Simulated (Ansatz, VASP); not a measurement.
## One calculation of Se, two programs

```
CELL_PARAMETERS angstrom
4.36620 0.00000 0.00000
-2.18310 3.78124 0.00000
0.00000 0.00000 4.95360
ATOMIC_POSITIONS crystal
Se 0.22540 0.00000 0.33333
Se 0.00000 0.22540 0.66667
Se 0.77460 0.77460 0.00000
```

Alike in both runs: task relaxation of cell and atoms; functional PBE; k mesh 9 × 9 × 7; occupations fermi-dirac, width 0.05 eV; no spin polarisation.

```csv
,VASP,Ansatz
version,VASP 6.6.1,Ansatz 0.2.0
potentials or method,"VASP PAW PBE potentials, release 64 (Se)","PAW with Ansatz's default frozen-core files, scalar-relativistic"
plane-wave cutoff (eV),600,420
valence electrons in the cell,18,48
```

|  | VASP | Ansatz | Ansatz less VASP |
| --- | --- | --- | --- |
| relaxed volume (Å³/atom) | 29.81 | 29.79 | -0.023 |
| relaxed length of the cell vector where the two differ most in proportion (Å) | 5.047 | 5.045 | -0.0019 |

VASP's potentials hold 18 valence electrons a cell and Ansatz's 48, so a difference there can come from the potentials and not from the codes.
